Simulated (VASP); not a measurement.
Set up this calculation in VASP 6.6.1, as the native input.

- Task: single point
- Functional: LDA
- Potentials or basis: VASP PAW LDA potentials, release 64 (Hf_pv, Mo_sv)
- Cutoff: 520 eV
- k mesh: 10 × 10 × 6
- Occupations: methfessel-paxton, width 0.1 eV
- Spin: no spin polarisation
- Dipole correction: no
- Further INCAR settings: ALGO = Normal; EDIFF = 1e-06; NBANDS = 19

The structure of HfMo lies in POSCAR:

```
HfMo
1.0
    1.6712035000     -2.4724670000      0.0000000000
    1.6712035000      2.4724670000      0.0000000000
    0.0000000000      0.0000000000      4.4470110000
Hf Mo
1 1
Direct
    0.0000000000      0.0000000000      0.0000000000
    0.5000000000      0.5000000000      0.5000000000
```

One way to write it, as run:

INCAR

```
  PREC = Accurate
  ENCUT = 520
  EDIFF = 1E-6
  ISMEAR = 1
  SIGMA = 0.1
  LREAL = F
  LASPH = T
  NELM = 80
  ALGO = Normal
  ISIF = 2
  LWAVE = F
  LCHARG = F
  GGA = CA
  NBANDS = 19
```

KPOINTS

```
regular mesh
0
Gamma
  10 10 6
```

Potentials or basis: VASP PAW LDA potentials, release 64 (Hf_pv, Mo_sv).

Command:

```bash
$ cat potpaw_LDA.64/Hf_pv/POTCAR potpaw_LDA.64/Mo_sv/POTCAR > POTCAR
$ mpirun -np 1 vasp_std > vasp.out
```

It gave:

| Quantity | Value |
| --- | --- |
| Pressure | -10.6 GPa |
| Band gap on the k mesh | zero (band 12 reaches 9.54 eV, above the bottom of band 13 at 6.87 eV) |

Caveat: spin-orbit coupling is left out, which moves the levels of the heavy elements.

Run time: 24 s on 1 thread of Intel(R) Xeon(R) Platinum 8559C (Emerald Rapids), on a shared host, peak memory 0.2 GiB.
